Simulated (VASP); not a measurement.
# Pd (I4/mmm) in VASP: a series of runs

Pd is run at these levels: r2SCAN; tasks: single point.

All numbers are computed with VASP 6.6.1; they aren't measurements. Logs are shortened: lines on timing, memory, paths and dates and some standing lists are left out, and cuts for length are marked.

### 1 The cell of the first run

It takes space group I4/mmm (No. 139, tetragonal). The conventional cell has a = 2.888 Å, b = 2.888 Å, c = 3.695 Å, α = 90.00°, β = 90.00°, γ = 90.00°. Within 3.6 Å of Pd (site symmetry 4/mmm) lie 12 Pd at 2.75 to 2.89 Å.

### 2 Single point, r2SCAN (strain +0.050 along x and y, -0.050 along z)

POSCAR

```
Pd
1.0
    0.0000000000      2.0421450000      1.8476550000
    2.0421450000      0.0000000000      1.8476550000
    2.0421450000      2.0421450000      0.0000000000
Pd
1
Direct
    0.0000000000      0.0000000000      0.0000000000
```

INCAR.step1

```
PREC     = Accurate       # precision mode
ENCUT    = 520            # plane-wave cutoff, eV
ISMEAR   = 0              # smearing method
SIGMA    = 0.15           # smearing width, eV
LREAL    = F              # projectors in reciprocal space
LASPH    = T              # aspherical terms in the spheres
NELM     = 100            # most SCF steps
NBANDS   = 11             # bands
GGA      = PE             # functional
ALGO     = Normal         # electronic algorithm
EDIFF    = 1E-4           # SCF threshold, eV
LWAVE    = T              # write WAVECAR
LCHARG   = F              # write CHGCAR
```

INCAR.step2

```
PREC     = Accurate       # precision mode
ENCUT    = 520            # plane-wave cutoff, eV
EDIFF    = 1E-7           # SCF threshold, eV
ISMEAR   = 0              # smearing method
SIGMA    = 0.15           # smearing width, eV
LREAL    = F              # projectors in reciprocal space
LASPH    = T              # aspherical terms in the spheres
NELM     = 100            # most SCF steps
ALGO     = Normal         # electronic algorithm
ISIF     = 2              # what is computed and relaxed
LWAVE    = F              # write WAVECAR
LCHARG   = T              # write CHGCAR
METAGGA  = R2SCAN         # meta-GGA
LMIXTAU  = T            
LELF     = T              # ELF
LVHAR    = T            
NBANDS   = 11             # bands
ISTART   = 1
```

KPOINTS

```
regular mesh
0
Gamma
  20 20 20
```

Potentials or basis: VASP PAW PBE potentials, release 64 (Pd).

The run is started by

```
$ cat potpaw_PBE.64/Pd/POTCAR > POTCAR
$ cp INCAR.step1 INCAR
$ mpirun -np 1 vasp_std > vasp.out
$ cp INCAR.step2 INCAR
$ mpirun -np 1 vasp_std > vasp.out
```

OUTCAR:

```text
PREC = Accurate
   ENCUT = 520
   EDIFF = 1E-7
   ISMEAR = 0
   LREAL = F
   LASPH = T
   NELM = 100
   ISIF = 2
   METAGGA = R2SCAN
   ISTART = 1

 ion  position               nearest neighbor table
   1  0.000  0.000  0.000-

  LATTYP: Found a body centered tetragonal cell.
 ALAT       =     2.8880291553
 C/A-ratio  =     1.2795265564

  Lattice vectors:

 A1 = (   0.0000000000,  -2.0421450000,  -1.8476550000)
 A2 = (   0.0000000000,   2.0421450000,  -1.8476550000)
 A3 = (   2.0421450000,   0.0000000000,   1.8476550000)

Analysis of symmetry for initial positions (statically):
=====================================================================
 Subroutine PRICEL returns:
 Original cell was already a primitive cell.

 Routine SETGRP: Setting up the symmetry group for a
 body centered tetragonal supercell.

 Subroutine GETGRP returns: Found 16 space group operations
 (whereof 16 operations were pure point group operations)
 out of a pool of 16 trial point group operations.

The static configuration has the point symmetry D_4h.

Analysis of symmetry for dynamics (positions and initial velocities):
=====================================================================
 Subroutine PRICEL returns:
 Original cell was already a primitive cell.

 Routine SETGRP: Setting up the symmetry group for a
 body centered tetragonal supercell.

 Subroutine GETGRP returns: Found 16 space group operations
 (whereof 16 operations were pure point group operations)
 out of a pool of 16 trial point group operations.

The dynamic configuration has the point symmetry D_4h.

 Subroutine INISYM returns: Found 16 space group operations
 (whereof 16 operations are pure point group operations),
 and found     1 'primitive' translations

----------------------------------------------------------------------------------------

                                     Primitive cell

  volume of cell :      15.4108

  direct lattice vectors                    reciprocal lattice vectors
     0.000000000  2.042145000  1.847655000    -0.244840597  0.244840597  0.270613291
     2.042145000  0.000000000  1.847655000     0.244840597 -0.244840597  0.270613291
     2.042145000  2.042145000  0.000000000     0.244840597  0.244840597 -0.270613291

  length of vectors
     2.753939941  2.753939941  2.888029155     0.439460338  0.439460338  0.439460338

  position of ions in fractional coordinates (direct lattice)
     0.000000000  0.000000000  0.000000000

  ion indices of the primitive-cell ions
   primitive index   ion index
                 1           1

----------------------------------------------------------------------------------------

 KPOINTS: regular mesh

Automatic generation of k-mesh.
 Grid dimensions read from file:
 generate k-points for:   20   20   20

 Generating k-lattice:

  Cartesian coordinates                     Fractional coordinates (reciprocal lattice)
    -0.012242030  0.012242030  0.013530665     0.050000000 -0.000000000  0.000000000
     0.012242030 -0.012242030  0.013530665    -0.000000000  0.050000000  0.000000000
     0.012242030  0.012242030 -0.013530665     0.000000000  0.000000000  0.050000000

  Length of vectors
     0.021973017  0.021973017  0.021973017

  Shift w.r.t. Gamma in fractional coordinates (k-lattice)
     0.000000000  0.000000000  0.000000000

 Subroutine IBZKPT returns following result:
 ===========================================

 Found    641 irreducible k-points:

 Following reciprocal coordinates:
            Coordinates               Weight
  0.000000  0.000000  0.000000      1.000000
  0.050000  0.000000  0.000000      8.000000
  0.100000  0.000000  0.000000      8.000000
  0.150000  0.000000  0.000000      8.000000
  0.200000  0.000000  0.000000      8.000000
  0.250000  0.000000  0.000000      8.000000
[... 16 lines left out ...]
 -0.400000  0.050000  0.000000      8.000000
 -0.350000  0.050000  0.000000      8.000000
 [... further k-points ...]
   k-points           NKPTS =    641   k-points in BZ     NKDIM =    641   number of bands    NBANDS=     11
   number of dos      NEDOS =    301   number of ions     NIONS =      1
   total plane-waves  NPLWV =   9600
   dimension x,y,z NGX =    20 NGY =   20 NGZ =   24
   dimension x,y,z NGXF=    40 NGYF=   40 NGZF=   48
   ions per type =               1
   NGX,Y,Z   is equivalent  to a cutoff of  12.07, 12.07, 13.82 a.u.
   NGXF,Y,Z  is equivalent  to a cutoff of  24.15, 24.15, 27.63 a.u.
 SYSTEM =  unknown system
   PREC   = accura    normal or accurate (medium, high low for compatibility)
   ISTART =      1    job   : 0-new  1-cont  2-samecut
   ICHARG =      0    charge: 1-file 2-atom 10-const
   ISPIN  =      1    spin polarized calculation?
   LNONCOLLINEAR =      F non collinear calculations
   LSORBIT =      F    spin-orbit coupling
   LASPH  =      T    aspherical Exc in radial PAW
   ENCUT  =  520.0 eV  38.22 Ry    6.18 a.u.   5.12  5.12  5.37*2*pi/ulx,y,z
   NELM   =    100;   NELMIN=  2; NELMDL=  0     # of ELM steps
   EDIFF  = 0.1E-06   stopping-criterion for ELM
   LREAL  =      F    real-space projection
   EDIFFG = 0.1E-05   stopping-criterion for IOM
   NSW    =      0    number of steps for IOM
   IBRION =     -1    ionic relax: 0-MD 1-quasi-New 2-CG
   NFREE  =      0    steps in history (QN), initial steepest desc. (CG)
   ISIF   =      2    stress and relaxation
   ISYM   =      2    0-nonsym 1-usesym 2-fastsym
   POTIM  = 0.5000    time-step for ionic-motion
   TEBEG  =    0.0;   TEEND  =   0.0 temperature during run
   PSTRESS=    0.0 pullay stress
   NELECT =      10.0000    total number of electrons
   NUPDOWN=      -1.0000    fix difference up-down
   EMIN   =  10.00;   EMAX   =-10.00  energy-range for DOS
   EFERMI =   0.00;   METHOD = LEGACY
   ISMEAR =     0;   SIGMA  =   0.15  broadening in eV -4-tet -1-fermi 0-gaus
   EFERMI_NEDOS =   21; number of points for ismear=-14 and -15
   IALGO  =     38    algorithm
   IMIX   =      4    mixing-type and parameters
     AMIX     =   0.40;   BMIX     =  1.00
     AMIX_MAG =   1.60;   BMIX_MAG =  1.00
  volume/ion in A,a.u.               =      15.41       104.00
  Fermi-wavevector in a.u.,A,eV,Ry     =   1.417316  2.678340 27.331191  2.008786
  Thomas-Fermi vector in A             =   2.538559
   LORBIT       =      0    0 simple, 1 ext, 2 COOP (PROOUT), +10 PAW based schemes
   METAGGA = R2SCAN    functional components
   LHFCALC =     F    Hartree Fock is set to
   AEXX    =    0.0000 exact exchange contribution
   IVDW    =     0    specifies the selected vdW correction
   LEPSILON=     F    determine dielectric tensor
   LRPA    =     F    only Hartree local field effects (RPA)
 non-spin polarized calculation
 Gauss-broadening in eV      SIGMA  =   0.15
  energy-cutoff  :      520.00
  volume of cell :       15.41
 maximum number of plane-waves:       431
   NGX = 11   NGY = 11   NGZ = 11

 number of electron       9.9999999 magnetization

 Free energy of the ion-electron system (eV)
  ---------------------------------------------------
  ext. energy  EPLUGINS =         0.00000000
  ---------------------------------------------------
  free energy    TOTEN  =       -22.94266102 eV

  energy without entropy =      -22.91924560  energy(sigma->0) =      -22.93095331

 E-fermi :   8.8874     XC(G=0): -13.8048

 val. band max:        8.8872800554   @ k =   0.5000   0.0000   0.3000
 cond. band min:       8.8879144372   @ k =   0.4500   0.0000   0.3500
 fundamental gap:      0.0006343818
 Fermi energy:         8.8873933325

 k-point     1 :       0.0000    0.0000    0.0000
  band No.  band energies     occupation
      1       2.0540      2.00000
      2       5.9442      2.00000
      3       5.9442      2.00000
      4       6.7551      2.00000
      5       7.2138      2.00000
      6       8.0251      2.00000
      7      27.0606      0.00000
      8      30.8639      0.00000
      9      30.8639      0.00000
     10      31.5323      0.00000
     11      33.2080      0.00000

 k-point     2 :       0.0500    0.0000    0.0000
  band No.  band energies     occupation
      1       2.1454      2.00000
      2       5.9422      2.00000
      3       5.9745      2.00000
      4       6.7543      2.00000
      5       7.2097      2.00000
      6       8.0034      2.00000
      7      27.1409      0.00000
      8      30.5314      0.00000
      9      30.9616      0.00000
     10      31.5358      0.00000
     11      32.9284      0.00000

 k-point     3 :       0.1000    0.0000    0.0000
  band No.  band energies     occupation
      1       2.4114      2.00000
      2       5.9306      2.00000
      3       6.0502      2.00000
      4       6.7637      2.00000
      5       7.2134      2.00000
      6       7.9474      2.00000
      7      27.3081      0.00000
      8      29.4960      0.00000
      9      31.2427      0.00000
     10      31.5413      0.00000
     11      32.7941      0.00000

 k-point     4 :       0.1500    0.0000    0.0000
  band No.  band energies     occupation
      1       2.8220      2.00000
      2       5.9137      2.00000
      3       6.1238      2.00000
      4       6.7984      2.00000
      5       7.2729      2.00000
      6       7.8849      2.00000
      7      27.0845      0.00000
      8      28.3961      0.00000
      9      31.5426      0.00000
     10      31.6678      0.00000
     11      33.0107      0.00000
[... 239 lines left out ...]
 k-point    22 :      -0.4500    0.0500    0.0000
  band No.  band energies     occupation
      1       3.8879      2.00000
      2       5.7692      2.00000
      3       6.4889      2.00000
      4       8.3093      2.00000
      5       8.9825      0.37004
      6      10.4552      0.00000
      7      16.6562      0.00000
      8      26.1486      0.00000
      9      29.5155      0.00000
     10      31.3471      0.00000
     11      31.5843      0.00000

 k-point    23 :      -0.4000    0.0500    0.0000
  band No.  band energies     occupation
      1       3.9344      2.00000
      2       5.8157      2.00000
      3       6.5259      2.00000
      4       8.1520      2.00000
      5       8.7458      1.81814
      6       9.6374      0.00000
      7      17.9085      0.00000
      8      26.3968      0.00000
      9      30.2028      0.00000
     10      31.2957      0.00000
     11      31.5737      0.00000

 k-point    24 :      -0.3500    0.0500    0.0000
  band No.  band energies     occupation
      1       3.9910      2.00000
      2       5.8978      2.00000
      3       6.5985      2.00000
      4       7.6563      2.00000
      5       8.4073      1.99999
      6       8.9004      0.90234
      7      19.6048      0.00000
      8      26.8110      0.00000
      9      31.2256      0.00000
     10      31.3809      0.00000
     11      31.5938      0.00000

 [... further k-points ...]
[... 5 lines left out ...]
  --------------------------------------------------------------------------------------
  -------------------------------------------------------------------------------------
  Total       -0.4993473     -0.4993473     -0.3019858      0.0000000     -0.0000000      0.0000000
  in kB      -51.9145675    -51.9145675    -31.3959107      0.0000000     -0.0000000      0.0000000
  external PRESSURE =     -45.0750153 kB  Pullay stress =       0.0000000 kB

 VOLUME and BASIS-vectors are now :
 -----------------------------------------------------------------------------
  energy-cutoff  :      520.00
  volume of cell :       15.41
      direct lattice vectors                 reciprocal lattice vectors
     0.000000000  2.042145000  1.847655000    -0.244840597  0.244840597  0.270613291
     2.042145000  0.000000000  1.847655000     0.244840597 -0.244840597  0.270613291
     2.042145000  2.042145000  0.000000000     0.244840597  0.244840597 -0.270613291

 POSITION                                       TOTAL-FORCE (eV/Angst)
 -----------------------------------------------------------------------------------
      0.00000      0.00000      0.00000         0.000000      0.000000      0.000000
 -----------------------------------------------------------------------------------
    total drift:                               -0.000000     -0.000000      0.000000

  FREE ENERGIE OF THE ION-ELECTRON SYSTEM (eV)
  ---------------------------------------------------
  free  energy   TOTEN  =       -22.9426610152 eV

  energy  without entropy=      -22.9192455994  energy(sigma->0) =      -22.93095331
```

It took 3.6 min on 1 thread of Intel Xeon Platinum 8488C (Sapphire Rapids), shared host; peak memory 0.22 GiB.

Results:

| Property | Result |
| --- | --- |
| Free energy | -22.9427 eV |
| Pressure | -4.5 GPa |
| Band gap on the k mesh | zero (band 5 reaches 9.41 eV, above the bottom of band 6 at 7.60 eV) |

Levels at points of the mesh, in eV from the Fermi level:
```csv
k point,band 3,band 4,band 5,band 6,band 7,band 8
"(0.00, 0.00, 0.00)",-2.94,-2.13,-1.67,-0.86,18.17,21.98
"(0.50, 0.00, 0.00)",-2.33,-0.26,0.19,1.42,7.42,17.09
"(0.50, 0.50, 0.00)",-0.05,0.31,0.31,5.09,12.44,12.44
"(0.50, 0.00, 0.50)",-0.17,-0.04,0.53,3.05,9.97,14.14
```

Caveat: the cell differs from its parent crystal (strain +0.050 along x and y, -0.050 along z); the PAW data sets were made with another functional, which shifts forces and pressure a little.

(Part 1 of 2 ends here.)
